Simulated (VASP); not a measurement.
# Sr4AgRu (F-43m) in VASP: single point with PBE

Aim: the single point of Sr4AgRu with PBE.

Everything below comes from runs of VASP 6.6.1. Logs are shortened: lines on timing, memory, paths and dates and some standing lists are left out, and cuts for length are marked.

## (1) The cell of the first run

The structure is cubic, space group F-43m (No. 216). Conventional cell: a = 8.626 Å, b = 8.626 Å, c = 8.626 Å, α = 90.00°, β = 90.00°, γ = 90.00°. Within 4.0 Å of Sr (site symmetry 3m) lie 6 Sr at 3.01 to 3.09 Å and 3 Ru at 3.57 Å and 3 Ag at 3.58 Å. Within 4.7 Å of Ag (site symmetry -43m) lie 12 Sr at 3.58 Å and 4 Ru at 3.74 Å. Ru (site symmetry -43m) has 12 Sr at 3.57 Å and 4 Ag at 3.74 Å within 4.7 Å.

The cell was built from a structure type or drawn by symmetry, and may not be a known phase.

## (2) Single point, PBE

The input, INCAR:

```
ALGO = Normal ; EDIFF = 1E-6
ENCUT = 520 ; GGA = PE
ISIF = 2 ; ISMEAR = 0
LASPH = True ; LCHARG = False
LREAL = False ; LWAVE = False
NBANDS = 42 ; NELM = 60
PREC = Accurate ; SIGMA = 0.1
```

The input, KPOINTS:

```
k-points
0
Gamma
  4 4 4
```

The input, POSCAR:

```
Sr4AgRu
1.0
    0.0000000000      4.3130363600      4.3130363600
    4.3130363600      0.0000000000      4.3130363600
    4.3130363600      4.3130363600      0.0000000000
Sr Ag Ru
4 1 1
Direct
    0.1296486300      0.6234504600      0.6234504600
    0.6234504600      0.1296486300      0.6234504600
    0.6234504600      0.6234504600      0.6234504600
    0.6234504600      0.6234504600      0.1296486300
    0.0000000000      0.0000000000      0.0000000000
    0.2500000000      0.2500000000      0.2500000000
```

Potentials or basis: VASP PAW PBE potentials, release 64 (Sr_sv, Ag, Ru_pv).

Launch:

```bash
> cat potpaw_PBE.64/Sr_sv/POTCAR potpaw_PBE.64/Ag/POTCAR potpaw_PBE.64/Ru_pv/POTCAR > POTCAR
> mpirun -np 1 vasp_std > vasp.out
```

OUTCAR:

```text
EDIFF = 1E-6
   ENCUT = 520
   GGA = PE
   ISIF = 2
   ISMEAR = 0
   LASPH = True
   LREAL = False
   NELM = 60
   PREC = Accurate

 ion  position               nearest neighbor table
   1  0.130  0.623  0.623-   2 3.01   3 3.01   4 3.01   2 3.09   4 3.09   3 3.09   6 3.57   6 3.57
                             6 3.57   5 3.58   5 3.58   5 3.58
   2  0.623  0.130  0.623-   1 3.01   3 3.01   4 3.01   1 3.09   4 3.09   3 3.09   6 3.57   6 3.57
                             6 3.57   5 3.58   5 3.58   5 3.58
   3  0.623  0.623  0.623-   1 3.01   2 3.01   4 3.01   1 3.09   2 3.09   4 3.09   6 3.57   6 3.57
                             6 3.57   5 3.58   5 3.58   5 3.58
   4  0.623  0.623  0.130-   1 3.01   2 3.01   3 3.01   2 3.09   1 3.09   3 3.09   6 3.57   6 3.57
                             6 3.57   5 3.58   5 3.58   5 3.58
   5  0.000  0.000  0.000-   1 3.58   2 3.58   4 3.58   3 3.58   3 3.58   3 3.58   4 3.58   4 3.58
                             2 3.58   1 3.58   1 3.58   2 3.58
   6  0.250  0.250  0.250-   1 3.57   2 3.57   4 3.57   4 3.57   2 3.57   1 3.57   3 3.57   3 3.57
                             3 3.57   1 3.57   2 3.57   4 3.57

  LATTYP: Found a face centered cubic cell.
 ALAT       =     8.6260727200

  Lattice vectors:

 A1 = (   0.0000000000,   4.3130363600,   4.3130363600)
 A2 = (   4.3130363600,   0.0000000000,   4.3130363600)
 A3 = (   4.3130363600,   4.3130363600,   0.0000000000)

Analysis of symmetry for initial positions (statically):
=====================================================================
 Subroutine PRICEL returns:
 Original cell was already a primitive cell.

 Routine SETGRP: Setting up the symmetry group for a
 face centered cubic supercell.

 Subroutine GETGRP returns: Found 24 space group operations
 (whereof 24 operations were pure point group operations)
 out of a pool of 48 trial point group operations.

The static configuration has the point symmetry T_d .

Analysis of symmetry for dynamics (positions and initial velocities):
=====================================================================
 Subroutine PRICEL returns:
 Original cell was already a primitive cell.

 Routine SETGRP: Setting up the symmetry group for a
 face centered cubic supercell.

 Subroutine GETGRP returns: Found 24 space group operations
 (whereof 24 operations were pure point group operations)
 out of a pool of 48 trial point group operations.

The dynamic configuration has the point symmetry T_d .

 Subroutine INISYM returns: Found 24 space group operations
 (whereof 24 operations are pure point group operations),
 and found     1 'primitive' translations

----------------------------------------------------------------------------------------

                                     Primitive cell

  volume of cell :     160.4646

  direct lattice vectors                    reciprocal lattice vectors
     0.000000000  4.313036360  4.313036360    -0.115927611  0.115927611  0.115927611
     4.313036360  0.000000000  4.313036360     0.115927611 -0.115927611  0.115927611
     4.313036360  4.313036360  0.000000000     0.115927611  0.115927611 -0.115927611

  length of vectors
     6.099554515  6.099554515  6.099554515     0.200792512  0.200792512  0.200792512

  position of ions in fractional coordinates (direct lattice)
     0.129648630  0.623450460  0.623450460
     0.623450460  0.129648630  0.623450460
     0.623450460  0.623450460  0.623450460
     0.623450460  0.623450460  0.129648630
     0.000000000  0.000000000  0.000000000
     0.250000000  0.250000000  0.250000000

  ion indices of the primitive-cell ions
   primitive index   ion index
                 1           1
                 2           2
                 3           3
                 4           4
                 5           5
                 6           6

----------------------------------------------------------------------------------------

 KPOINTS: k-points

Automatic generation of k-mesh.
 Grid dimensions read from file:
 generate k-points for:    4    4    4

 Generating k-lattice:

  Cartesian coordinates                     Fractional coordinates (reciprocal lattice)
    -0.028981903  0.028981903  0.028981903     0.250000000  0.000000000  0.000000000
     0.028981903 -0.028981903  0.028981903     0.000000000  0.250000000  0.000000000
     0.028981903  0.028981903 -0.028981903     0.000000000  0.000000000  0.250000000

  Length of vectors
     0.050198128  0.050198128  0.050198128

  Shift w.r.t. Gamma in fractional coordinates (k-lattice)
     0.000000000  0.000000000  0.000000000

 Subroutine IBZKPT returns following result:
 ===========================================

 Found      8 irreducible k-points:

 Following reciprocal coordinates:
            Coordinates               Weight
  0.000000  0.000000  0.000000      1.000000
  0.250000  0.000000  0.000000      8.000000
  0.500000  0.000000  0.000000      4.000000
  0.250000  0.250000  0.000000      6.000000
  0.500000  0.250000  0.000000     24.000000
 -0.250000  0.250000  0.000000     12.000000
  0.500000  0.500000  0.000000      3.000000
 -0.250000  0.500000  0.250000      6.000000
   k-points           NKPTS =      8   k-points in BZ     NKDIM =      8   number of bands    NBANDS=     42
   number of dos      NEDOS =    301   number of ions     NIONS =      6
   total plane-waves  NPLWV = 110592
   dimension x,y,z NGX =    48 NGY =   48 NGZ =   48
   dimension x,y,z NGXF=    96 NGYF=   96 NGZF=   96
   ions per type =               4   1   1
   NGX,Y,Z   is equivalent  to a cutoff of  13.08, 13.08, 13.08 a.u.
   NGXF,Y,Z  is equivalent  to a cutoff of  26.17, 26.17, 26.17 a.u.
 SYSTEM =  unknown system
   PREC   = accura    normal or accurate (medium, high low for compatibility)
   ISTART =      0    job   : 0-new  1-cont  2-samecut
   ICHARG =      2    charge: 1-file 2-atom 10-const
   ISPIN  =      1    spin polarized calculation?
   LNONCOLLINEAR =      F non collinear calculations
   LSORBIT =      F    spin-orbit coupling
   LASPH  =      T    aspherical Exc in radial PAW
   ENCUT  =  520.0 eV  38.22 Ry    6.18 a.u.  11.34 11.34 11.34*2*pi/ulx,y,z
   NELM   =     60;   NELMIN=  2; NELMDL= -5     # of ELM steps
   EDIFF  = 0.1E-05   stopping-criterion for ELM
   LREAL  =      F    real-space projection
   EDIFFG = 0.1E-04   stopping-criterion for IOM
   NSW    =      0    number of steps for IOM
   IBRION =     -1    ionic relax: 0-MD 1-quasi-New 2-CG
   NFREE  =      0    steps in history (QN), initial steepest desc. (CG)
   ISIF   =      2    stress and relaxation
   ISYM   =      2    0-nonsym 1-usesym 2-fastsym
   POTIM  = 0.5000    time-step for ionic-motion
   TEBEG  =    0.0;   TEEND  =   0.0 temperature during run
   PSTRESS=    0.0 pullay stress
   NELECT =      65.0000    total number of electrons
   NUPDOWN=      -1.0000    fix difference up-down
   EMIN   =  10.00;   EMAX   =-10.00  energy-range for DOS
   EFERMI =   0.00;   METHOD = LEGACY
   ISMEAR =     0;   SIGMA  =   0.10  broadening in eV -4-tet -1-fermi 0-gaus
   EFERMI_NEDOS =   21; number of points for ismear=-14 and -15
   IALGO  =     38    algorithm
   IMIX   =      4    mixing-type and parameters
     AMIX     =   0.40;   BMIX     =  1.00
     AMIX_MAG =   1.60;   BMIX_MAG =  1.00
  volume/ion in A,a.u.               =      26.74       180.48
  Fermi-wavevector in a.u.,A,eV,Ry     =   1.211303  2.289031 19.963219  1.467255
  Thomas-Fermi vector in A             =   2.346823
   LORBIT       =      0    0 simple, 1 ext, 2 COOP (PROOUT), +10 PAW based schemes
   GGA     = PE    functional components
   LHFCALC =     F    Hartree Fock is set to
   AEXX    =    0.0000 exact exchange contribution
   IVDW    =     0    specifies the selected vdW correction
   LEPSILON=     F    determine dielectric tensor
   LRPA    =     F    only Hartree local field effects (RPA)
 non-spin polarized calculation
 Gauss-broadening in eV      SIGMA  =   0.10
  energy-cutoff  :      520.00
  volume of cell :      160.46
 maximum number of plane-waves:      4339
 NGX is ok and might be reduce to    48
   NGX = 23   NGY = 23   NGZ = 23

 number of electron      65.0000001 magnetization

 Free energy of the ion-electron system (eV)
  ---------------------------------------------------
  ext. energy  EPLUGINS =         0.00000000
  ---------------------------------------------------
  free energy    TOTEN  =       -11.34241096 eV

  energy without entropy =      -11.29773493  energy(sigma->0) =      -11.32007294

 E-fermi :   4.4338     XC(G=0):  -9.9121

 val. band max:        4.3221087886   @ k =   0.2500   0.0000   0.0000
 cond. band min:       4.4454010534   @ k =   0.5000   0.2500   0.0000
 fundamental gap:      0.1232922648
 Fermi energy:         4.4337741527

 k-point     1 :       0.0000    0.0000    0.0000
  band No.  band energies     occupation
      1     -36.7966      2.00000
      2     -36.7966      2.00000
      3     -36.7966      2.00000
      4     -31.7136      2.00000
      5     -31.2086      2.00000
      6     -31.2086      2.00000
[... 34 lines left out ...]
     41       8.2238      0.00000
     42       8.2238      0.00000

 k-point     2 :       0.2500    0.0000    0.0000
  band No.  band energies     occupation
      1     -36.7966      2.00000
      2     -36.7966      2.00000
      3     -36.7966      2.00000
      4     -31.6645      2.00000
      5     -31.2642      2.00000
      6     -31.2089      2.00000
[... 34 lines left out ...]
     41       7.8017      0.00000
     42       7.8302      0.00000

 k-point     3 :       0.5000    0.0000    0.0000
  band No.  band energies     occupation
      1     -36.7967      2.00000
      2     -36.7966      2.00000
      3     -36.7966      2.00000
      4     -31.5958      2.00000
      5     -31.3395      2.00000
      6     -31.2093      2.00000
[... 177 lines left out ...]
      4     -31.5003      2.00000
      5     -31.4385      2.00000
      6     -31.2099      2.00000
[... 34 lines left out ...]
     41       7.0021      0.00000
     42       7.7577      0.00000

 k-point     8 :      -0.2500    0.5000    0.2500
  band No.  band energies     occupation
      1     -36.7966      2.00000
      2     -36.7966      2.00000
      3     -36.7966      2.00000
      4     -31.5002      2.00000
      5     -31.4384      2.00000
      6     -31.2100      2.00000
[... 34 lines left out ...]
     41       7.2293      0.00000
     42       7.4343      0.00000

------------------------ aborting loop because EDIFF is reached ----------------------------------------

  FORCE on cell =-STRESS in cart. coord.  units (eV):
  Direction    XX          YY          ZZ          XY          YZ          ZX
  --------------------------------------------------------------------------------------
  -------------------------------------------------------------------------------------
  Total        6.4461249      6.4461249      6.4461249      0.0000000      0.0000000      0.0000000
  in kB       64.3620613     64.3620613     64.3620613      0.0000000      0.0000000      0.0000000
  external PRESSURE =      64.3620613 kB  Pullay stress =       0.0000000 kB

 VOLUME and BASIS-vectors are now :
 -----------------------------------------------------------------------------
  energy-cutoff  :      520.00
  volume of cell :      160.46
      direct lattice vectors                 reciprocal lattice vectors
     0.000000000  4.313036360  4.313036360    -0.115927611  0.115927611  0.115927611
     4.313036360  0.000000000  4.313036360     0.115927611 -0.115927611  0.115927611
     4.313036360  4.313036360  0.000000000     0.115927611  0.115927611 -0.115927611

 POSITION                                       TOTAL-FORCE (eV/Angst)
 -----------------------------------------------------------------------------------
      5.37793      3.24814      3.24814         0.139476     -0.139476     -0.139476
      3.24814      5.37793      3.24814        -0.139476      0.139476     -0.139476
      5.37793      5.37793      5.37793         0.139476      0.139476      0.139476
      3.24814      3.24814      5.37793        -0.139476     -0.139476      0.139476
      0.00000      0.00000      0.00000        -0.000000      0.000000      0.000000
      2.15652      2.15652      2.15652        -0.000000     -0.000000      0.000000
 -----------------------------------------------------------------------------------
    total drift:                               -0.000058     -0.000058     -0.000058

  FREE ENERGIE OF THE ION-ELECTRON SYSTEM (eV)
  ---------------------------------------------------
  free  energy   TOTEN  =       -11.3424109602 eV

  energy  without entropy=      -11.2977349260  energy(sigma->0) =      -11.32007294
```

Run time: 94 s. Hardware: 1 thread of Intel Xeon 8259CL, shared host; peak memory 0.34 GiB.

Results:

| Property | Result |
| --- | --- |
| Free energy | -11.3424 eV |
| Pressure | 6.4 GPa |
| Largest force | 0.242 eV/Å |
| Band gap on the k mesh | zero (an odd number of electrons rules out a gap without spin polarisation) |

Forces in eV/Å, atoms in the order of the input:
```
Sr   0.139 -0.139 -0.139
Sr  -0.139  0.139 -0.139
Sr   0.139  0.139  0.139
Sr  -0.139 -0.139  0.139
Ag   0.000  0.000  0.000
Ru   0.000  0.000  0.000
```

Caveat: the cell stands under pressure.
